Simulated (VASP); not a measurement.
# TaN: single point with BLYP

Crystal: TaN.

```xyz
6
Lattice="5.2951 0.0000 0.0000 -2.6476 4.5857 0.0000 0.0000 0.0000 2.9457" Properties=species:S:1:pos:R:3 pbc="T T T"
Ta    0.0000    0.0000    0.0000
Ta    2.6476    1.5286    1.4728
Ta    0.0000    3.0571    1.4728
N    -1.0324    1.7882    0.0000
N     1.6151    2.7975    0.0000
N     2.0648    0.0000    0.0000
```

```json
{
 "Program": "VASP 6.6.1",
 "Task": "single point",
 "Functional": "BLYP",
 "Potentials or basis": "VASP PAW PBE potentials, release 64 (Ta_pv, N)",
 "Cutoff": "520 eV",
 "k mesh": "6 × 6 × 9",
 "Occupations": "fermi-dirac, width 0.05 eV",
 "Spin": "no spin polarisation",
 "Dipole correction": "no",
 "Further INCAR settings": "ALGO = Normal; EDIFF = 1e-07; NBANDS = 33"
}
```

```
Pressure               : 1.7 GPa
Largest force          : 0.024 eV/Å
Band gap on the k mesh : zero (band 24 reaches 9.96 eV, above the bottom of band 25 at 7.01 eV)
```

Forces in eV/Å, atoms in the order of the input:
```
Ta   0.000  0.000  0.000
Ta   0.000  0.000  0.000
Ta   0.000  0.000  0.000
N   -0.012  0.020  0.000
N   -0.012 -0.020  0.000
N    0.024  0.000  0.000
```

Levels at points of the mesh, in eV from the Fermi level:
```
           k point  band 21  band 22  band 23  band 24  band 25  band 26  band 27  band 28
(0.00, 0.00, 0.00)    -4.10    -3.16    -1.85    -0.86    -0.86     0.65     0.65     1.55
(0.50, 0.00, 0.00)    -3.78    -3.69    -2.68    -2.48     1.14     1.72     1.85     2.24
```

Wall time 3.5 min on 1 thread of AMD EPYC 7R13 Processor (Zen 3), on a shared host, peak memory 0.19 GiB.

Caveat: the PAW data sets were made with another functional, which shifts forces and pressure a little; spin-orbit coupling is left out, which moves the levels of the heavy elements.
